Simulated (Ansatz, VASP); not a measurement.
Ba: VASP beside Ansatz

```
CELL_PARAMETERS angstrom
0.00000 3.19598 3.19598
3.19598 0.00000 3.19598
3.19598 3.19598 0.00000
ATOMIC_POSITIONS crystal
Ba 0.00000 0.00000 0.00000
```

Alike in both runs: task single point; functional revPBE; k mesh 14 × 14 × 14; occupations fermi-dirac, width 0.1 eV; no spin polarisation.

```csv
,VASP,Ansatz
version,VASP 6.6.1,Ansatz 0.2.0
potentials or method,"VASP PAW PBE potentials, release 64 (Ba_sv), cutoff 520 eV","plane waves (420 eV) with PAW, scalar-relativistic"
valence electrons in the cell,10,10
```

```tsv
	VASP	Ansatz	Ansatz less VASP
pressure (GPa)	0.4	0.4	-0.04
```

VASP's potentials were made for PBE, not for revPBE.

Neither program's run includes spin-orbit coupling.
